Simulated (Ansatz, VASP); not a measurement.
# SrO: VASP beside Ansatz

```
Sr O
1.0
     0.00000    2.59751    2.57154
     2.59751    0.00000    2.57154
     2.59751    2.59751    0.00000
Sr O
1 1
Direct
  0.50000 0.50000 0.50000
  0.00000 0.00000 0.00000
```

Change from the starting cell: strain e3 = -0.01, atoms carried along.

Alike in both runs: task single point; functional PBE; k mesh 12 × 12 × 12; occupations gaussian, width 0.05 eV; no spin polarisation.

|  | VASP | Ansatz |
| --- | --- | --- |
| version | VASP 6.6.1 | Ansatz 0.2.0 |
| potentials or method | VASP PAW PBE potentials, release 64 (Sr_sv, O), cutoff 520 eV | scalar-relativistic, plane waves, PAW |
| valence electrons in the cell | 16 | 16 |

```tsv
	VASP	Ansatz	Ansatz less VASP
gap on the k mesh at the Fermi level (eV)	3.23	3.28	+0.047
least direct gap on the mesh (eV)	3.36	3.40	+0.037
pressure (GPa)	1.4	0.9	-0.53
traceless stress, the component that is largest in VASP (GPa)	0.87	0.82	-0.046
```
